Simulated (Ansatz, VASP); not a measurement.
CuO in VASP and in Ansatz

```
CELL_PARAMETERS angstrom
2.83633 0.00000 0.00000
-1.41816 2.45633 2.76811
0.00000 0.00000 5.53623
ATOMIC_POSITIONS crystal
Cu 0.00000 0.00000 0.00000
Cu 0.00000 0.00000 0.50000
O 0.66667 0.33333 0.08333
O 0.66667 0.33333 0.58333
```

Alike in both runs: task single point; functional PBE; k mesh 8 × 8 × 8; occupations gaussian, width 0.05 eV; collinear spin; Hubbard terms Cu d U = 7.0 eV, J = 0.7 eV.

```csv
,VASP,Ansatz
version,VASP 6.6.1,Ansatz 0.2.0
potentials or method,"VASP PAW PBE potentials, release 64 (Cu, O), cutoff 520 eV","scalar-relativistic, plane waves, PAW"
valence electrons in the cell,34,50
```

VASP gave:

```
gap on the k mesh at the Fermi level (eV)                     : none
pressure (GPa)                                                : -2.5
rms of the force components (eV/Å)                            : 0.009
net moment per atom (μB)                                      : 0.50
size of the moment on the site where the two differ most (μB) : 0.50
```

Q: What did Ansatz give for the same quantities?

A: gap on the k mesh at the Fermi level (eV): none; pressure (GPa): 5.8; rms of the force components (eV/Å): 0.007; net moment per atom (μB): 0.50; size of the moment on the site where the two differ most (μB): 0.61.

Site moments also hang on the region over which each program counts them. The programs project onto different local orbitals, so the same U acts differently, and such runs can settle in different states. A gap of «none» marks a metal or a gap that the smearing closes. VASP's potentials hold 34 valence electrons a cell and Ansatz's 50, so a difference there can come from the potentials and not from the codes. Ansatz's warnings: filled band counts differ across k points, seeded moment not kept, specified occupation not kept, symmetry narrowed by occupation matrices.
